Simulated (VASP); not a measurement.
# Se (I4_1/amd) in VASP: notebook, part 2 of 2

VASP 6.6.1. The steps go on from the part before.

**3. Single point, PBE (volume scaled by 0.45)**

INCAR

```
SYSTEM = Se
PREC     = Accurate       ! precision mode
ENCUT    = 520            ! plane-wave cutoff, eV
EDIFF    = 1E-6           ! SCF threshold, eV
ISMEAR   = -1             ! smearing method
SIGMA    = 0.1            ! smearing width, eV
LREAL    = .False.        ! projectors in reciprocal space
LASPH    = .True.         ! aspherical terms in the spheres
NELM     = 60             ! most SCF steps
ALGO     = Normal         ! electronic algorithm
ISIF     = 2              ! what is computed and relaxed
LWAVE    = .False.        ! write WAVECAR
LCHARG   = .True.         ! write CHGCAR
GGA      = PE             ! functional
LELF     = .True.         ! ELF
LVHAR    = .True.       
NBANDS   = 13             ! bands
```

KPOINTS

```
regular mesh
0
Gamma
  16 16 16
  0 0 0
```

POSCAR

```
Se
1.0
   -2.1302236140      2.1302236140      1.1253630819
    2.1302236140     -2.1302236140      1.1253630819
    2.1302236140      2.1302236140     -1.1253630819
Se
2
Direct
   -0.3750000000     -0.1250000000     -0.2500000000
    0.3750000000      0.1250000000      0.2500000000
```

Potentials or basis: VASP PAW PBE potentials, release 64 (Se).

Run with:

```sh
$ cat potpaw_PBE.64/Se/POTCAR > POTCAR
$ mpirun -np 1 vasp_std > vasp.out
```

OUTCAR:

```text
SYSTEM = Se
   PREC = Accurate
   ENCUT = 520
   EDIFF = 1E-6
   ISMEAR = -1
   LREAL = .False.
   LASPH = .True.
   NELM = 60
   ISIF = 2
   GGA = PE

 ion  position               nearest neighbor table
   1  0.625  0.875  0.750-   2 2.20   2 2.20   2 2.20   2 2.20   2 2.72   2 2.72   2 2.72   2 2.72

   2  0.375  0.125  0.250-   1 2.20   1 2.20   1 2.20   1 2.20   1 2.72   1 2.72   1 2.72   1 2.72

  LATTYP: Found a body centered tetragonal cell.
 ALAT       =     4.2604472280
 C/A-ratio  =     0.5282840142

  Lattice vectors:

 A1 = (  -2.1302236140,   2.1302236140,   1.1253630819)
 A2 = (   2.1302236140,  -2.1302236140,   1.1253630819)
 A3 = (   2.1302236140,   2.1302236140,  -1.1253630819)

Analysis of symmetry for initial positions (statically):
=====================================================================
 Subroutine PRICEL returns:
 Original cell was already a primitive cell.

 Routine SETGRP: Setting up the symmetry group for a
 body centered tetragonal supercell.

 Subroutine GETGRP returns: Found 16 space group operations
 (whereof  4 operations were pure point group operations)
 out of a pool of 16 trial point group operations.

The static configuration has the point symmetry C_2h.
 The point group associated with its full space group is D_4h.

Analysis of symmetry for dynamics (positions and initial velocities):
=====================================================================
 Subroutine PRICEL returns:
 Original cell was already a primitive cell.

 Routine SETGRP: Setting up the symmetry group for a
 body centered tetragonal supercell.

 Subroutine GETGRP returns: Found 16 space group operations
 (whereof  4 operations were pure point group operations)
 out of a pool of 16 trial point group operations.

The dynamic configuration has the point symmetry C_2h.
 The point group associated with its full space group is D_4h.

 Subroutine INISYM returns: Found 16 space group operations
[... 119 lines left out ...]
  Fermi-wavevector in a.u.,A,eV,Ry     =   1.371095  2.590994 25.577615  1.879902
  Thomas-Fermi vector in A             =   2.496823
   LORBIT       =      0    0 simple, 1 ext, 2 COOP (PROOUT), +10 PAW based schemes
   GGA     = PE    functional components
   LHFCALC =     F    Hartree Fock is set to
   AEXX    =    0.0000 exact exchange contribution
   IVDW    =     0    specifies the selected vdW correction
   LEPSILON=     F    determine dielectric tensor
   LRPA    =     F    only Hartree local field effects (RPA)
 non-spin polarized calculation
  energy-cutoff  :      520.00
  volume of cell :       20.43
 maximum number of plane-waves:       562
   NGX = 11   NGY = 11   NGZ = 11

 number of electron      11.9999997 magnetization

 Free energy of the ion-electron system (eV)
  ---------------------------------------------------
  ext. energy  EPLUGINS =         0.00000000
  ---------------------------------------------------
  free energy    TOTEN  =         4.09219389 eV

  energy without entropy =        4.11884452  energy(sigma->0) =        4.10551920

 E-fermi :  17.4105     XC(G=0): -13.9199

 val. band max:       17.4093957801   @ k =  -0.3125   0.0625   0.0000
 cond. band min:      17.4138852609   @ k =  -0.4375   0.2500   0.0000
 fundamental gap:      0.0044894808
 Fermi energy:        17.4104865303

 k-point     1 :       0.0000    0.0000    0.0000
  band No.  band energies     occupation
      1      -8.7248      2.00000
      2       5.7735      2.00000
      3       6.6961      2.00000
      4       6.6961      2.00000
      5      14.7640      2.00000
      6      21.8203      0.00000
      7      21.8203      0.00000
      8      23.3566      0.00000
      9      24.3874      0.00000
     10      26.4598      0.00000
     11      27.5299      0.00000
     12      31.3569      0.00000
     13      32.3030      0.00000
[... 354 lines left out ...]
  band No.  band energies     occupation
      1      -8.6611      2.00000
      2       4.6932      2.00000
      3       6.7650      2.00000
      4       7.6232      2.00000
      5      15.0923      2.00000
      6      20.8129      0.00000
      7      21.4494      0.00000
      8      23.9709      0.00000
      9      24.3098      0.00000
     10      26.8151      0.00000
     11      27.6724      0.00000
     12      30.8723      0.00000
     13      32.4998      0.00000

 [... further k-points ...]
[... 5 lines left out ...]
  --------------------------------------------------------------------------------------
  -------------------------------------------------------------------------------------
  Total       33.5318643     33.5318643     33.6431641      0.0000000      0.0000000      0.0000000
  in kB     2630.0574690   2630.0574690   2638.7872196      0.0000000      0.0000000      0.0000000
  external PRESSURE =    2632.9673859 kB  Pullay stress =       0.0000000 kB

 VOLUME and BASIS-vectors are now :
 -----------------------------------------------------------------------------
  energy-cutoff  :      520.00
  volume of cell :       20.43
      direct lattice vectors                 reciprocal lattice vectors
    -2.130223614  2.130223614  1.125363082     0.000000000  0.234717143  0.444301051
     2.130223614 -2.130223614  1.125363082     0.234717143  0.000000000  0.444301051
     2.130223614  2.130223614 -1.125363082     0.234717143  0.234717143  0.000000000

 POSITION                                       TOTAL-FORCE (eV/Angst)
 -----------------------------------------------------------------------------------
      2.13022      1.06511      0.84402         0.000000      0.000000      0.000000
      0.00000      1.06511      0.28134        -0.000000     -0.000000     -0.000000
 -----------------------------------------------------------------------------------
    total drift:                               -0.000000      0.000000      0.000000

  FREE ENERGIE OF THE ION-ELECTRON SYSTEM (eV)
  ---------------------------------------------------
  free  energy   TOTEN  =         4.0921938925 eV

  energy  without entropy=        4.1188445174  energy(sigma->0) =        4.10551920
```

stdout:

```text
POSCAR found type information on POSCAR Se
 POSCAR found :  1 types and       2 ions
 scaLAPACK will be used
 LDA part: xc-table for (Slater+PW92), standard interpolation
 POSCAR, INCAR and KPOINTS ok, starting setup
 FFT: planning ... GRIDC
 FFT: planning ... GRID_SOFT
 FFT: planning ... GRID
 WAVECAR not read
 entering main loop
```

Run time: 27 s. Hardware: 1 thread of Intel Xeon Platinum 8559C (Emerald Rapids), shared host; peak memory 0.19 GiB.

What came out:

```
Free energy            : 4.0922 eV
Pressure               : 263.3 GPa
Band gap on the k mesh : zero (band 6 reaches 25.14 eV, above the bottom of band 7 at 14.67 eV)
```

Stress tensor (GPa, compression positive):
```
263.01   0.00   0.00
  0.00 263.01   0.00
  0.00   0.00 263.88
```

Levels at points of the mesh, in eV from the Fermi level:
```tsv
k point	band 2	band 3	band 4	band 5	band 6	band 7	band 8	band 9	band 10	band 11
(0.00, 0.00, 0.00)	-11.64	-10.71	-10.71	-2.65	4.41	4.41	5.95	6.98	9.05	10.12
(0.50, 0.00, 0.00)	-15.91	-10.10	-9.64	-8.82	-3.45	-1.15	1.60	5.67	9.75	11.16
(0.50, 0.50, 0.00)	-22.08	-6.40	-6.40	-3.79	-3.79	5.57	5.57	9.88	9.88	12.66
(0.50, 0.50, 0.50)	-19.37	-15.89	-15.89	3.29	3.29	9.81	9.81	14.67	14.67	17.23
```
